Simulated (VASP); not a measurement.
# Ta4F in VASP: a series of runs

Ta4F is run at these levels: LDA; tasks: single point.

Program: VASP 6.6.1. These are calculated values, not measurements. Logs are shortened: lines on timing, memory, paths and dates and some standing lists are left out, and cuts for length are marked.

### 1 The cell of the first run

The cell holds a slab with vacuum, 5 atoms: a = 3.253 Å, b = 3.253 Å, c = 20.213 Å, α = 90.00°, β = 90.00°, γ = 90.00°.

### 2 Single point, LDA

Input file INCAR:

```
SYSTEM = Ta4F
PREC     = Accurate       ! precision mode
ENCUT    = 520            ! plane-wave cutoff, eV
EDIFF    = 1E-6           ! SCF threshold, eV
ISMEAR   = 0              ! smearing method
SIGMA    = 0.1            ! smearing width, eV
LREAL    = .False.        ! projectors in reciprocal space
LASPH    = .True.         ! aspherical terms in the spheres
NELM     = 100            ! most SCF steps
ALGO     = Normal         ! electronic algorithm
ISIF     = 2              ! what is computed and relaxed
LWAVE    = .False.        ! write WAVECAR
LCHARG   = .False.        ! write CHGCAR
LDIPOL   = .True.       
IDIPOL   = 3            
DIPOL    = 0.5 0.5 0.356
GGA      = CA             ! functional
NBANDS   = 34             ! bands
```

Input file KPOINTS:

```
Automatic mesh
0
Gamma
  8 8 1
  0 0 0
```

Input file POSCAR:

```
Ta4F
1.0
    3.2528501167      0.0000000000      0.0000000000
    0.0000000000      3.2528501167      0.0000000000
    0.0000000000      0.0000000000     20.2133955742
Ta F
4 1
Direct
    0.5000000000      0.5000000000      0.1978885727
    0.0000000000      0.0000000000      0.2783513061
    0.5000000000      0.5000000000      0.3580225065
    0.0000000000      0.0000000000      0.4310703534
    0.0000000000      0.2500000000      0.5151397563
```

Potentials or basis: VASP PAW LDA potentials, release 64 (Ta_pv, F).

On the command line:

```bash
> cat potpaw_LDA.64/Ta_pv/POTCAR potpaw_LDA.64/F/POTCAR > POTCAR
> mpirun -np 1 vasp_std > vasp.out
```

OUTCAR:

```text
SYSTEM = Ta4F
   PREC = Accurate
   ENCUT = 520
   EDIFF = 1E-6
   ISMEAR = 0
   LREAL = .False.
   LASPH = .True.
   NELM = 100
   ISIF = 2
   GGA = CA

 ion  position               nearest neighbor table
   1  0.500  0.500  0.198-   2 2.82   2 2.82   2 2.82   2 2.82   3 3.24
   2  0.000  0.000  0.278-   3 2.81   3 2.81   3 2.81   3 2.81   1 2.82   1 2.82   1 2.82   1 2.82
                             4 3.09
   3  0.500  0.500  0.358-   4 2.73   4 2.73   4 2.73   4 2.73   2 2.81   2 2.81   2 2.81   2 2.81
                             1 3.24
   4  0.000  0.000  0.431-   5 1.88   3 2.73   3 2.73   3 2.73   3 2.73   2 3.09
   5  0.000  0.250  0.515-   4 1.88

  LATTYP: Found a simple tetragonal cell.
 ALAT       =     3.2528501167
 C/A-ratio  =     6.2140568575

  Lattice vectors:

 A1 = (   3.2528501167,   0.0000000000,   0.0000000000)
 A2 = (   0.0000000000,   3.2528501167,   0.0000000000)
 A3 = (   0.0000000000,   0.0000000000,  20.2133955742)

Analysis of symmetry for initial positions (statically):
=====================================================================
 Subroutine PRICEL returns:
 Original cell was already a primitive cell.

 Routine SETGRP: Setting up the symmetry group for a
 simple tetragonal supercell.

 Subroutine GETGRP returns: Found  2 space group operations
 (whereof  2 operations were pure point group operations)
 out of a pool of 16 trial point group operations.

The static configuration has the point symmetry C_1h.

Analysis of symmetry for dynamics (positions and initial velocities):
=====================================================================
 Subroutine PRICEL returns:
 Original cell was already a primitive cell.

 Routine SETGRP: Setting up the symmetry group for a
 simple tetragonal supercell.

 Subroutine GETGRP returns: Found  2 space group operations
 (whereof  2 operations were pure point group operations)
 out of a pool of 16 trial point group operations.

The dynamic configuration has the point symmetry C_1h.

 Subroutine INISYM returns: Found  2 space group operations
 (whereof  2 operations are pure point group operations),
 and found     1 'primitive' translations

----------------------------------------------------------------------------------------

                                     Primitive cell

  volume of cell :     213.8786

[... 100 lines left out ...]
   ISYM   =      2    0-nonsym 1-usesym 2-fastsym
   POTIM  = 0.5000    time-step for ionic-motion
   TEBEG  =    0.0;   TEEND  =   0.0 temperature during run
   PSTRESS=    0.0 pullay stress
   NELECT =      51.0000    total number of electrons
   NUPDOWN=      -1.0000    fix difference up-down
   EMIN   =  10.00;   EMAX   =-10.00  energy-range for DOS
   EFERMI =   0.00;   METHOD = LEGACY
   ISMEAR =     0;   SIGMA  =   0.10  broadening in eV -4-tet -1-fermi 0-gaus
   EFERMI_NEDOS =   21; number of points for ismear=-14 and -15
   IALGO  =     38    algorithm
   IMIX   =      4    mixing-type and parameters
     AMIX     =   0.40;   BMIX     =  1.00
     AMIX_MAG =   1.60;   BMIX_MAG =  1.00
  volume/ion in A,a.u.               =      42.78       288.66
  Fermi-wavevector in a.u.,A,eV,Ry     =   1.015179  1.918409 14.021994  1.030587
  Thomas-Fermi vector in A             =   2.148449
   LORBIT       =      0    0 simple, 1 ext, 2 COOP (PROOUT), +10 PAW based schemes
   GGA     = CA    functional components
   LHFCALC =     F    Hartree Fock is set to
   AEXX    =    0.0000 exact exchange contribution
   IVDW    =     0    specifies the selected vdW correction
   LEPSILON=     F    determine dielectric tensor
   LRPA    =     F    only Hartree local field effects (RPA)
 non-spin polarized calculation
 Gauss-broadening in eV      SIGMA  =   0.10
  energy-cutoff  :      520.00
  volume of cell :      213.88
 maximum number of plane-waves:      5812
   NGX = 13   NGY = 13   NGZ = 75

 dipolmoment           0.000000      0.000000     -0.568046 electrons x Angstroem

 number of electron      51.0000007 magnetization

 dipolmoment           0.000000      0.000000      0.133790 electrons x Angstroem

 Free energy of the ion-electron system (eV)
  ---------------------------------------------------
  ext. energy  EPLUGINS =         0.00000000
  ---------------------------------------------------
  free energy    TOTEN  =       -53.91518828 eV

  energy without entropy =      -53.89325488  energy(sigma->0) =      -53.90422158

 E-fermi :  -1.2624     XC(G=0):  -5.7168

 val. band max:       -1.2635720403   @ k =   0.0000   0.2500   0.0000
 cond. band min:      -1.2380263217   @ k =   0.3750   0.0000   0.0000
 fundamental gap:      0.0255457185
 Fermi energy:        -1.2624052189

 k-point     1 :       0.0000    0.0000    0.0000
  band No.  band energies     occupation
      1     -36.1532      2.00000
      2     -35.9533      2.00000
      3     -35.7805      2.00000
      4     -35.7792      2.00000
      5     -35.6785      2.00000
      6     -35.6636      2.00000
[... 877 lines left out ...]
     33       2.9400      0.00000
     34       3.2676      0.00000

 [... further k-points ...]

------------------------ aborting loop because EDIFF is reached ----------------------------------------

 vacuum level on the upper side and lower side of the slab       (xc-potential included)         0.895        -1.348

  FORCE on cell =-STRESS in cart. coord.  units (eV):
  Direction    XX          YY          ZZ          XY          YZ          ZX
  --------------------------------------------------------------------------------------
  -------------------------------------------------------------------------------------
  Total       -2.6957360     -3.6332928      2.0247508      0.0000000      0.4502842      0.0000000
  in kB      -20.1939164    -27.2172100     15.1675270      0.0000000      3.3731055      0.0000000
  external PRESSURE =     -10.7478665 kB  Pullay stress =       0.0000000 kB

 VOLUME and BASIS-vectors are now :
 -----------------------------------------------------------------------------
  energy-cutoff  :      520.00
  volume of cell :      213.88
      direct lattice vectors                 reciprocal lattice vectors
     3.252850117  0.000000000  0.000000000     0.307422711  0.000000000  0.000000000
     0.000000000  3.252850117  0.000000000     0.000000000  0.307422711  0.000000000
     0.000000000  0.000000000 20.213395574     0.000000000  0.000000000  0.049472143

 POSITION                                       TOTAL-FORCE (eV/Angst)
 -----------------------------------------------------------------------------------
      1.62643      1.62643      4.00000         0.000000     -0.002791      0.745640
      0.00000      0.00000      5.62643         0.000000      0.055342     -1.026456
      1.62643      1.62643      7.23685         0.000000     -0.423468     -1.390867
      0.00000      0.00000      8.71340         0.000000      0.380452      1.454599
      0.00000      0.81321     10.41272         0.000000     -0.009535      0.217084
 -----------------------------------------------------------------------------------
    total drift:                                0.000000      0.000106      0.000307

  FREE ENERGIE OF THE ION-ELECTRON SYSTEM (eV)
  ---------------------------------------------------
  free  energy   TOTEN  =       -53.9151882809 eV

  energy  without entropy=      -53.8932548834  energy(sigma->0) =      -53.90422158

 vacuum level on the upper side and lower side of the slab         5.130         2.818
```

OSZICAR:

```text
N       E                     dE             d eps       ncg     rms          rms(c)
DAV:   1     0.417185461252E+03    0.41719E+03   -0.28365E+04  2108   0.131E+03
DAV:   2    -0.356627341877E+02   -0.45285E+03   -0.44060E+03  2000   0.360E+02
DAV:   3    -0.588902834059E+02   -0.23228E+02   -0.22645E+02  2074   0.744E+01
[... 16 lines left out ...]
DAV:  20    -0.539151657436E+02   -0.30588E-04   -0.20024E-05  2016   0.198E-02    0.566E-03
DAV:  21    -0.539151772002E+02   -0.11457E-04   -0.82198E-06  1848   0.119E-02    0.202E-03
DAV:  22    -0.539151835897E+02   -0.63896E-05   -0.23836E-06  1568   0.674E-03    0.132E-03
DAV:  23    -0.539151874606E+02   -0.38709E-05   -0.86363E-07  1352   0.393E-03    0.807E-04
DAV:  24    -0.539151882809E+02   -0.82032E-06   -0.25492E-07  1248   0.210E-03
   1 F= -.53915188E+02 E0= -.53904222E+02  d E =-.219334E-01
```

Run time: 1.9 min. Hardware: 1 thread of Intel Xeon 6975P-C (Granite Rapids), shared host; peak memory 0.31 GiB.

What came out:

```
Free energy            : -53.9152 eV
Largest force          : 1.504 eV/Å
Band gap on the k mesh : zero (an odd number of electrons rules out a gap without spin polarisation)
```

Forces on the atoms (eV/Å):
```
Ta   0.000 -0.003  0.746
Ta   0.000  0.055 -1.026
Ta   0.000 -0.423 -1.391
Ta   0.000  0.380  1.455
F    0.000 -0.010  0.217
```

Levels at points of the mesh, in eV from the Fermi level:
```csv
k point,band 22,band 23,band 24,band 25,band 26,band 27,band 28,band 29,band 30,band 31
"(0.00, 0.00, 0.00)",-2.52,-0.13,-0.03,0.38,0.38,0.50,0.77,0.80,1.71,1.86
"(0.50, 0.00, 0.00)",-1.48,-1.27,-1.20,0.09,0.13,0.33,0.87,1.18,1.77,2.64
"(0.00, 0.50, 0.00)",-1.48,-1.31,-1.13,0.11,0.23,0.25,1.01,1.13,2.03,2.73
"(0.50, 0.50, 0.00)",-1.95,-1.45,-1.39,-0.33,-0.14,2.15,2.26,2.55,3.26,3.71
```

Caveat: spin-orbit coupling is left out, which moves the levels of the heavy elements; an odd number of electrons without spin polarisation forces a metal; a magnetic or distorted state may lie lower.

### 3 Single point, LDA

Input file INCAR:

```
SYSTEM = Ta4F
PREC = Accurate ; ENCUT = 520
EDIFF = 1E-6 ; ISMEAR = 0
SIGMA = 0.1 ; LREAL = .FALSE.
LASPH = .TRUE. ; NELM = 100
ALGO = Normal ; ISIF = 2
LWAVE = .FALSE. ; LCHARG = .FALSE.
LDIPOL = .TRUE. ; IDIPOL = 3
DIPOL = 0.5 0.5 0.352 ; NBANDS = 34
```

Input file KPOINTS:

```
regular mesh
0
G
  8 8 1
  0 0 0
```

Edit POSCAR of step 2 so:

```diff
@@ -12,2 +12,2 @@
     0.0000000000      0.0000000000      0.4310703534
-    0.0000000000      0.2500000000      0.5151397563
+    0.2500000000      0.5000000000      0.4947392651
```

Potentials or basis: VASP PAW LDA potentials, release 64 (Ta_pv, F).

On the command line:

```bash
> cat potpaw_LDA.64/Ta_pv/POTCAR potpaw_LDA.64/F/POTCAR > POTCAR
> mpirun -np 1 vasp_std > vasp.out
```

It took 2.8 min on 1 thread of Intel Xeon 6975P-C (Granite Rapids), shared host; peak memory 0.32 GiB.

It converged, with:

```yaml
Free_energy: -53.6090 eV
Largest_force: 1.587 eV/Å
Band_gap_on_the_k_mesh: zero (an odd number of electrons rules out a gap without spin polarisation)
```

Forces on the atoms (eV/Å):
```
Ta   0.054  0.000  0.869
Ta   0.026  0.000 -0.788
Ta  -0.251  0.000 -1.306
Ta   1.060  0.000  1.180
F   -0.889  0.000  0.045
```

Levels at points of the mesh, in eV from the Fermi level:
```
           k point  band 22  band 23  band 24  band 25  band 26  band 27  band 28  band 29
(0.00, 0.00, 0.00)    -1.95    -0.13     0.03     0.32     0.32     0.40     0.52     0.75
(0.50, 0.00, 0.00)    -1.48    -1.48    -1.10    -0.04     0.03     0.35     1.10     1.25
(0.00, 0.50, 0.00)    -1.64    -1.49    -1.13    -0.02    -0.02     0.14     1.03     1.55
(0.50, 0.50, 0.00)    -1.65    -1.62    -0.95    -0.44    -0.29     2.01     2.28     2.55
```

Caveat: spin-orbit coupling is left out, which moves the levels of the heavy elements; an odd number of electrons without spin polarisation forces a metal; a magnetic or distorted state may lie lower.

(Part 1 of 2 ends here.)
